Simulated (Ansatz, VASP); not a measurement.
SrCl2 in VASP and in Ansatz

File INCAR:

```
PREC = Accurate ; ENCUT = 520
EDIFF = 1E-6 ; ISMEAR = 0
SIGMA = 0.05 ; LREAL = F
LASPH = T ; NELM = 60
ALGO = Normal ; ISIF = 2
LWAVE = F ; LCHARG = T
GGA = PE ; LELF = T
LVHAR = T ; NBANDS = 19
```

Contents of KPOINTS:

```
regular mesh
0
Gamma
  6 6 6
```

POSCAR

```
SrCl2
1.0
    0.0000000000      3.4855000000      3.4855000000
    3.4855000000      0.0000000000      3.4855000000
    3.4855000000      3.4855000000      0.0000000000
Sr Cl
1 2
Direct
    0.0000000000      0.0000000000      0.0000000000
    0.2423923385      0.2576076615      0.2500000000
    0.7423923385      0.7576076615      0.7500000000
```

Input for Ansatz:

```yaml
crystal:
  lattice:
    - [0.0, 3.4855, 3.4855]
    - [3.4855, 0.0, 3.4855]
    - [3.4855, 3.4855, 0.0]
  atoms:
    - { symbol: Sr, position: [0.0, 0.0, 0.0] }
    - { symbol: Cl, position: [0.2423923385, 0.2576076615, 0.25] }
    - { symbol: Cl, position: [0.7423923385, 0.7576076615, 0.75] }
basis:
  ecutwfc: 420
kpoints:
  mp_grid: { grid: [6, 6, 6] }
hamiltonian:
  xc: pbe
scf:
  occupations: { method: gaussian, width: 0.05 }
output:
  forces: true
  stress: true
  eigenvalues: true
  write_density: true
  write_potential: true
  elf: true
  volumetric_format: npy
```

Change from the starting cell: all Cl atoms moved +0.037 Å, as atom 2 along Cartesian [1 -1 0].

Alike in both runs: task single point; functional PBE; k mesh 6 × 6 × 6; occupations gaussian, width 0.05 eV; no spin polarisation.

|  | VASP | Ansatz |
| --- | --- | --- |
| version | VASP 6.6.1 | Ansatz 0.2.0 |
| potentials or method | VASP PAW PBE potentials, release 64 (Sr_sv, Cl), cutoff 520 eV | scalar-relativistic, plane waves, PAW |
| valence electrons in the cell | 24 | 24 |

Ansatz gave:

* gap on the k mesh at the Fermi level (eV): 5.35
* least direct gap on the mesh (eV): 5.51
* pressure (GPa): 1.1
* rms of the force components (eV/Å): 0.041

Estimate VASP's values.

gap on the k mesh at the Fermi level (eV): 5.35; least direct gap on the mesh (eV): 5.50; pressure (GPa): 1.2; rms of the force components (eV/Å): 0.042.

Atom by atom the forces differ by 0.001 eV/Å (rms over components).
